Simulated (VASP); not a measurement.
Write the native input for VASP 6.6.1 that does the following.

* Task: single point
* Functional: r2SCAN
* Dispersion: D3(BJ)
* Potentials or basis: VASP PAW PBE potentials, release 64 (Mo_sv)
* Cutoff: 520 eV
* k mesh: 8 × 8 × 8, shifted
* Occupations: fermi-dirac, width 0.1 eV
* Spin: no spin polarisation
* Dipole correction: no
* Further INCAR settings: ALGO = Normal; EDIFF = 1e-07; NBANDS = 13

Mo:

```
Mo
1.0
    -1.58219    1.58219    1.58219
     1.58219   -1.58219    1.58219
     1.58219    1.58219   -1.58219
Mo
1
Direct
  0.00000 0.00000 0.00000
```

These files were run (other wordings do the same):

POSCAR

```
Mo
1.0
   -1.5821900000      1.5821900000      1.5821900000
    1.5821900000     -1.5821900000      1.5821900000
    1.5821900000      1.5821900000     -1.5821900000
Mo
1
Direct
    0.0000000000      0.0000000000      0.0000000000
```

INCAR.step1

```
PREC = Accurate ; ENCUT = 520
ISMEAR = -1 ; SIGMA = 0.1
LREAL = F ; LASPH = T
NELM = 80 ; NBANDS = 13
GGA = PE ; ALGO = Normal
EDIFF = 1E-4 ; LWAVE = T
LCHARG = F
```

INCAR.step2

```
PREC = Accurate ; ENCUT = 520
EDIFF = 1E-7 ; ISMEAR = -1
SIGMA = 0.1 ; LREAL = F
LASPH = T ; NELM = 80
ALGO = Normal ; ISIF = 2
LWAVE = F ; LCHARG = T
METAGGA = R2SCAN ; LMIXTAU = T
IVDW = 12 ; VDW_S6 = 1.0
VDW_S8 = 0.78981345 ; VDW_A1 = 0.49484001
VDW_A2 = 5.73083694 ; LELF = T
LVHAR = T ; NBANDS = 13
ISTART = 1
```

KPOINTS

```
Automatic mesh
0
Gamma
  8 8 8
  0.5 0.5 0.5
```

Potentials or basis: VASP PAW PBE potentials, release 64 (Mo_sv).

The run is started by

```sh
$ cat potpaw_PBE.64/Mo_sv/POTCAR > POTCAR
$ cp INCAR.step1 INCAR
$ mpirun -np 1 vasp_std > vasp.out
$ cp INCAR.step2 INCAR
$ mpirun -np 1 vasp_std > vasp.out
```

Results of the run:

| Quantity | Value |
| --- | --- |
| Pressure | -5.6 GPa |
| Band gap on the k mesh | zero (band 7 reaches 15.51 eV, above the bottom of band 8 at 11.10 eV) |
| Dispersion energy per atom | -0.333 eV |

Caveat: three body term missing; the PAW data sets were made with another functional, which shifts forces and pressure a little; pairwise dispersion overbinds metals, which lowers pressure and volume.

Run time: 17 s on 1 thread of Intel(R) Xeon(R) 6975P-C (Granite Rapids), on a shared host, peak memory 0.13 GiB.
